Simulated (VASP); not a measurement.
A run of VASP 6.6.1:

Contents of INCAR:

```
SYSTEM = Al9H
  PREC = Accurate
  ENCUT = 520
  EDIFF = 1E-6
  ISMEAR = 0
  SIGMA = 0.1
  LREAL = Auto
  LASPH = .TRUE.
  NELM = 80
  ALGO = Normal
  ISIF = 2
  LWAVE = .FALSE.
  LCHARG = .FALSE.
  LDIPOL = .TRUE.
  IDIPOL = 3
  DIPOL = 0.5 0.5 0.306
  GGA = PE
  NBANDS = 44
```

Contents of KPOINTS:

```
regular mesh
0
G
  5 3 1
  0 0 0
```

File POSCAR:

```
Al9H
1.0
    5.7070863106      0.0000000000      0.0000000000
   -1.4267715776      9.7014842380      0.0000000000
    0.0000000000      0.0000000000     22.7903703519
Al H
18 2
Direct
    0.2662216041      0.0648864163      0.1755127248
    0.7662216041      0.0648864163      0.1755127248
    0.3354806058      0.3419224231      0.2192029854
    0.8354806058      0.3419224231      0.2192029854
    0.1493324061      0.5973296244      0.2279410375
    0.6493324061      0.5973296244      0.2279410375
    0.4631842064      0.8527368258      0.2366790896
    0.9631842065      0.8527368258      0.2366790896
    0.0319772093      0.1277109169      0.2808262502
    0.5319772093      0.1277109169      0.2808262502
    0.0997917601      0.4042231294      0.3301071124
    0.5997917601      0.4042231294      0.3301071124
    0.4144000537      0.6596656514      0.3369822081
    0.9144000537      0.6596656514      0.3369822081
    0.2263076916      0.9110819252      0.3449259130
    0.7263076916      0.9110819252      0.3449259130
    0.2962427243      0.1814072004      0.3857054631
    0.7962427243      0.1814072004      0.3857054631
    0.6062643800      0.3863895871      0.5173400068
    0.6062643800      0.4628746302      0.5173400068
```

Potentials or basis: VASP PAW PBE potentials, release 64 (Al, H).

The run is started by

```console
$ cat potpaw_PBE.64/Al/POTCAR potpaw_PBE.64/H/POTCAR > POTCAR
$ mpirun -np 1 vasp_std > vasp.out
```

Hardware: 1 thread of Intel Xeon 8259CL (shared host).

Task: How long does it take, and how much memory?

Result: Wall time 35 min on 1 thread of Intel Xeon 8259CL (shared host), peak memory 1.2 GiB. Counts: scf iterations 25, k points 8.
